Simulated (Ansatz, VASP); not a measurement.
**BN: VASP beside Ansatz**

```
B N
1.0
     2.49824    0.00000    0.00000
    -1.24912    2.16354    0.00000
     0.00000    0.00000    6.63570
B N
2 2
Cartesian
  0.0000 1.4424 1.6589
  1.2491 0.7212 4.9768
  0.0250 1.4424 4.9768
  1.2491 0.7212 1.6589
```

Alike in both runs: task single point; functional PBE; k mesh 8 × 8 × 3; no spin polarisation.

|  | VASP | Ansatz |
| --- | --- | --- |
| version | VASP 6.6.1 | Ansatz 0.2.0 |
| potentials or method | VASP PAW PBE potentials, release 64 (B, N), cutoff 520 eV | plane waves, PAW |
| occupations | gaussian, width 0.01 eV | fixed |
| valence electrons in the cell | 16 | 16 |

Ansatz gave:

```
rms of the force components (eV/Å) : 0.432
```

Question: Estimate VASP's values.

Answer: rms of the force components (eV/Å): 0.431.

Atom by atom the forces differ by 0.001 eV/Å (rms over components).
